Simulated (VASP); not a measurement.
# As in VASP: settings compared, part 3 of 4

VASP 6.6.1.

### Step 5. Single point, r2SCAN (volume scaled by 0.88)

POSCAR reads:

```
As
1.0
    2.5908948795      0.0000000000      0.0000000000
    0.0000000000      2.5908948795      0.0000000000
    0.0000000000      0.0000000000      2.5908948795
As
1
Direct
    0.5000000000      0.5000000000      0.5000000000
```

INCAR.step1 reads:

```
SYSTEM = As
ALGO = Normal
EDIFF = 1E-5
ENCUT = 550
GGA = PE
GGA_COMPAT = .FALSE.
ISMEAR = 0
LASPH = .TRUE.
LCHARG = .FALSE.
LREAL = .FALSE.
LWAVE = .TRUE.
NBANDS = 8
NELM = 120
PREC = Accurate
SIGMA = 0.1
```

INCAR.step2 reads:

```
SYSTEM = As
ALGO = Normal
EDIFF = 1E-6
ENCUT = 550
GGA_COMPAT = .FALSE.
ISIF = 2
ISMEAR = 0
ISTART = 1
LASPH = .TRUE.
LCHARG = .FALSE.
LMIXTAU = .TRUE.
LREAL = .FALSE.
LWAVE = .FALSE.
METAGGA = R2SCAN
NBANDS = 8
NELM = 120
PREC = Accurate
SIGMA = 0.1
```

KPOINTS reads:

```
k-points
0
G
  10 10 10
  0 0 0
```

Potentials or basis: VASP PAW PBE potentials, release 64 (As).

The run is started by

```bash
$ cat potpaw_PBE.64/As/POTCAR > POTCAR
$ cp INCAR.step1 INCAR
$ mpirun -np 1 vasp_std > vasp.out
$ cp INCAR.step2 INCAR
$ mpirun -np 1 vasp_std > vasp.out
```

OUTCAR:

```text
SYSTEM = As
   EDIFF = 1E-6
   ENCUT = 550
   ISIF = 2
   ISMEAR = 0
   ISTART = 1
   LASPH = .TRUE.
   LREAL = .FALSE.
   METAGGA = R2SCAN
   NELM = 120
   PREC = Accurate

 ion  position               nearest neighbor table
   1  0.500  0.500  0.500-

  LATTYP: Found a simple cubic cell.
 ALAT       =     2.5908948795

  Lattice vectors:

 A1 = (   2.5908948795,   0.0000000000,   0.0000000000)
 A2 = (   0.0000000000,   2.5908948795,   0.0000000000)
 A3 = (   0.0000000000,   0.0000000000,   2.5908948795)

Analysis of symmetry for initial positions (statically):
=====================================================================
 Subroutine PRICEL returns:
 Original cell was already a primitive cell.

 Routine SETGRP: Setting up the symmetry group for a
 simple cubic supercell.

 Subroutine GETGRP returns: Found 48 space group operations
[... 9 lines left out ...]

 Routine SETGRP: Setting up the symmetry group for a
 simple cubic supercell.

 Subroutine GETGRP returns: Found 48 space group operations
[... 11 lines left out ...]
                                     Primitive cell

  volume of cell :      17.3920

  direct lattice vectors                    reciprocal lattice vectors
     2.590894879  0.000000000  0.000000000     0.385967029  0.000000000  0.000000000
     0.000000000  2.590894879  0.000000000     0.000000000  0.385967029  0.000000000
     0.000000000  0.000000000  2.590894879     0.000000000  0.000000000  0.385967029

  length of vectors
     2.590894879  2.590894879  2.590894879     0.385967029  0.385967029  0.385967029

  position of ions in fractional coordinates (direct lattice)
     0.500000000  0.500000000  0.500000000

  ion indices of the primitive-cell ions
   primitive index   ion index
                 1           1

----------------------------------------------------------------------------------------

 KPOINTS: k-points

Automatic generation of k-mesh.
 Grid dimensions read from file:
 generate k-points for:   10   10   10

 Generating k-lattice:

  Cartesian coordinates                     Fractional coordinates (reciprocal lattice)
     0.038596703  0.000000000  0.000000000     0.100000000  0.000000000  0.000000000
     0.000000000  0.038596703  0.000000000     0.000000000  0.100000000  0.000000000
     0.000000000  0.000000000  0.038596703     0.000000000  0.000000000  0.100000000

  Length of vectors
     0.038596703  0.038596703  0.038596703

  Shift w.r.t. Gamma in fractional coordinates (k-lattice)
     0.000000000  0.000000000  0.000000000

 Subroutine IBZKPT returns following result:
 ===========================================

 Found     56 irreducible k-points:

 Following reciprocal coordinates:
            Coordinates               Weight
  0.000000  0.000000  0.000000      1.000000
  0.100000  0.000000  0.000000      6.000000
  0.200000  0.000000  0.000000      6.000000
  0.300000  0.000000  0.000000      6.000000
  0.400000  0.000000  0.000000      6.000000
  0.500000  0.000000  0.000000      3.000000
[... 16 lines left out ...]
  0.200000  0.100000  0.100000     24.000000
  0.300000  0.100000  0.100000     24.000000
 [... further k-points ...]
   k-points           NKPTS =     56   k-points in BZ     NKDIM =     56   number of bands    NBANDS=      8
   number of dos      NEDOS =    301   number of ions     NIONS =      1
   total plane-waves  NPLWV =   8000
   dimension x,y,z NGX =    20 NGY =   20 NGZ =   20
   dimension x,y,z NGXF=    40 NGYF=   40 NGZF=   40
   ions per type =               1
   NGX,Y,Z   is equivalent  to a cutoff of  12.83, 12.83, 12.83 a.u.
   NGXF,Y,Z  is equivalent  to a cutoff of  25.67, 25.67, 25.67 a.u.
 SYSTEM =  As
   PREC   = accura    normal or accurate (medium, high low for compatibility)
   ISTART =      1    job   : 0-new  1-cont  2-samecut
   ICHARG =      0    charge: 1-file 2-atom 10-const
   ISPIN  =      1    spin polarized calculation?
   LNONCOLLINEAR =      F non collinear calculations
   LSORBIT =      F    spin-orbit coupling
   LASPH  =      T    aspherical Exc in radial PAW
   ENCUT  =  550.0 eV  40.42 Ry    6.36 a.u.   4.95  4.95  4.95*2*pi/ulx,y,z
   NELM   =    120;   NELMIN=  2; NELMDL=  0     # of ELM steps
   EDIFF  = 0.1E-05   stopping-criterion for ELM
   LREAL  =      F    real-space projection
   EDIFFG = 0.1E-04   stopping-criterion for IOM
   NSW    =      0    number of steps for IOM
   IBRION =     -1    ionic relax: 0-MD 1-quasi-New 2-CG
   NFREE  =      0    steps in history (QN), initial steepest desc. (CG)
   ISIF   =      2    stress and relaxation
   ISYM   =      2    0-nonsym 1-usesym 2-fastsym
   POTIM  = 0.5000    time-step for ionic-motion
   TEBEG  =    0.0;   TEEND  =   0.0 temperature during run
   PSTRESS=    0.0 pullay stress
   NELECT =       5.0000    total number of electrons
   NUPDOWN=      -1.0000    fix difference up-down
   EMIN   =  10.00;   EMAX   =-10.00  energy-range for DOS
   EFERMI =   0.00;   METHOD = LEGACY
   ISMEAR =     0;   SIGMA  =   0.10  broadening in eV -4-tet -1-fermi 0-gaus
   EFERMI_NEDOS =   21; number of points for ismear=-14 and -15
   IALGO  =     38    algorithm
   IMIX   =      4    mixing-type and parameters
     AMIX     =   0.40;   BMIX     =  1.00
     AMIX_MAG =   1.60;   BMIX_MAG =  1.00
  volume/ion in A,a.u.               =      17.39       117.37
  Fermi-wavevector in a.u.,A,eV,Ry     =   1.080476  2.041803 15.883821  1.167428
  Thomas-Fermi vector in A             =   2.216468
   LORBIT       =      0    0 simple, 1 ext, 2 COOP (PROOUT), +10 PAW based schemes
   METAGGA = R2SCAN    functional components
   LHFCALC =     F    Hartree Fock is set to
   AEXX    =    0.0000 exact exchange contribution
   IVDW    =     0    specifies the selected vdW correction
   LEPSILON=     F    determine dielectric tensor
   LRPA    =     F    only Hartree local field effects (RPA)
 non-spin polarized calculation
 Gauss-broadening in eV      SIGMA  =   0.10
  energy-cutoff  :      550.00
  volume of cell :       17.39
 maximum number of plane-waves:       536
 NGX is ok and might be reduce to    20
   NGX =  9   NGY =  9   NGZ =  9

 number of electron       4.9999998 magnetization

 Free energy of the ion-electron system (eV)
  ---------------------------------------------------
  ext. energy  EPLUGINS =         0.00000000
  ---------------------------------------------------
  free energy    TOTEN  =       -14.47361760 eV

  energy without entropy =      -14.47266095  energy(sigma->0) =      -14.47313927

 E-fermi :   7.2622     XC(G=0): -11.5093

 val. band max:        7.2608281225   @ k =   0.2000   0.2000   0.2000
 cond. band min:       7.4930202519   @ k =   0.2000   0.2000   0.0000
 fundamental gap:      0.2321921294
 Fermi energy:         7.2621630579

 k-point     1 :       0.0000    0.0000    0.0000
  band No.  band energies     occupation
      1      -9.6058      2.00000
      2      12.2561      0.00000
      3      12.2561      0.00000
      4      12.2561      0.00000
      5      16.3613      0.00000
      6      16.3613      0.00000
      7      20.2376      0.00000
      8      35.1116      0.00000

 k-point     2 :       0.1000    0.0000    0.0000
  band No.  band energies     occupation
      1      -9.3881      2.00000
      2       9.7497      0.00000
      3      12.4557      0.00000
      4      12.4557      0.00000
      5      16.5468      0.00000
      6      18.2031      0.00000
      7      21.4345      0.00000
      8      32.5699      0.00000

 k-point     3 :       0.2000    0.0000    0.0000
  band No.  band energies     occupation
      1      -8.7431      2.00000
      2       6.1580      2.00000
      3      13.0297      0.00000
      4      13.0297      0.00000
      5      17.0895      0.00000
      6      19.5527      0.00000
      7      25.1388      0.00000
      8      29.2635      0.00000
[... 210 lines left out ...]
 k-point    23 :       0.2000    0.1000    0.1000
  band No.  band energies     occupation
      1      -8.3077      2.00000
      2       6.5309      2.00000
      3      10.4243      0.00000
      4      11.2585      0.00000
      5      20.4597      0.00000
      6      21.8008      0.00000
      7      24.7657      0.00000
      8      26.4473      0.00000

 k-point    24 :       0.3000    0.1000    0.1000
  band No.  band energies     occupation
      1      -7.2741      2.00000
      2       3.2732      2.00000
      3      11.2826      0.00000
      4      12.1830      0.00000
      5      21.2780      0.00000
      6      21.6870      0.00000
      7      23.4885      0.00000
      8      25.0065      0.00000

 [... further k-points ...]
[... 5 lines left out ...]
  --------------------------------------------------------------------------------------
  -------------------------------------------------------------------------------------
  Total        1.6796734      1.6796734      1.6796734      0.0000000     -0.0000000      0.0000000
  in kB      154.7341096    154.7341096    154.7341096      0.0000000     -0.0000000      0.0000000
  external PRESSURE =     154.7341096 kB  Pullay stress =       0.0000000 kB

 VOLUME and BASIS-vectors are now :
 -----------------------------------------------------------------------------
  energy-cutoff  :      550.00
  volume of cell :       17.39
      direct lattice vectors                 reciprocal lattice vectors
     2.590894879  0.000000000  0.000000000     0.385967029  0.000000000  0.000000000
     0.000000000  2.590894879  0.000000000     0.000000000  0.385967029  0.000000000
     0.000000000  0.000000000  2.590894879     0.000000000  0.000000000  0.385967029

 POSITION                                       TOTAL-FORCE (eV/Angst)
 -----------------------------------------------------------------------------------
      1.29545      1.29545      1.29545         0.000000      0.000000      0.000000
 -----------------------------------------------------------------------------------
    total drift:                                0.000000      0.000000      0.000000

  FREE ENERGIE OF THE ION-ELECTRON SYSTEM (eV)
  ---------------------------------------------------
  free  energy   TOTEN  =       -14.4736176021 eV

  energy  without entropy=      -14.4726609479  energy(sigma->0) =      -14.47313927
```

OUTCAR.step1:

```text
SYSTEM = As
   EDIFF = 1E-5
   ENCUT = 550
   GGA = PE
   ISMEAR = 0
   LASPH = .TRUE.
[... 482 lines left out ...]
 -----------------------------------------------------------------------------------
      1.29545      1.29545      1.29545         0.000000      0.000000      0.000000
 -----------------------------------------------------------------------------------
    total drift:                                0.000000     -0.000000      0.000000

  FREE ENERGIE OF THE ION-ELECTRON SYSTEM (eV)
  ---------------------------------------------------
  free  energy   TOTEN  =        -4.4306159685 eV

  energy  without entropy=       -4.4292839347  energy(sigma->0) =       -4.42994995
```

OSZICAR.step1:

```text
N       E                     dE             d eps       ncg     rms          rms(c)
DAV:   1     0.858274110619E+01    0.85827E+01   -0.21582E+03   896   0.484E+02
DAV:   2    -0.429669845720E+01   -0.12879E+02   -0.12052E+02  1160   0.610E+01
DAV:   3    -0.443137849885E+01   -0.13468E+00   -0.13452E+00  1088   0.865E+00
DAV:   4    -0.443149520438E+01   -0.11671E-03   -0.11671E-03  1256   0.274E-01
DAV:   5    -0.443149525572E+01   -0.51336E-07   -0.51232E-07  1088   0.347E-03    0.269E+00
DAV:   6    -0.443022834915E+01    0.12669E-02   -0.11095E-03   992   0.243E-01    0.162E+00
DAV:   7    -0.443055054715E+01   -0.32220E-03   -0.25667E-03   952   0.394E-01    0.809E-02
DAV:   8    -0.443061102052E+01   -0.60473E-04   -0.64376E-05  1064   0.533E-02    0.215E-02
DAV:   9    -0.443061596853E+01   -0.49480E-05   -0.71327E-06  1112   0.185E-02
   1 F= -.44306160E+01 E0= -.44299500E+01  d E =-.133203E-02
```

It took 17 s on 1 thread of Intel Xeon 6975P-C, shared host; peak memory 0.13 GiB.

What came out:

| Quantity | Value |
| --- | --- |
| Free energy | -14.4736 eV |
| Pressure | 15.5 GPa |

Levels at points of the mesh, in eV from the Fermi level:
| k point | band 1 | band 2 | band 3 | band 4 | band 5 | band 6 | band 7 |
| --- | --- | --- | --- | --- | --- | --- | --- |
| (0.00, 0.00, 0.00) | -16.87 | 4.99 | 4.99 | 4.99 | 9.10 | 9.10 | 12.98 |
| (0.50, 0.00, 0.00) | -12.94 | -8.27 | 7.95 | 7.95 | 12.11 | 16.04 | 16.18 |
| (0.50, 0.50, 0.00) | -8.69 | -5.14 | -5.14 | 2.38 | 10.83 | 19.00 | 19.25 |
| (0.50, 0.50, 0.50) | -3.72 | -2.20 | -2.20 | -2.20 | 6.22 | 6.22 | 6.22 |

Caveat: the PAW data sets were made with another functional, which shifts forces and pressure a little.

(Continued in part 4 of 4.)
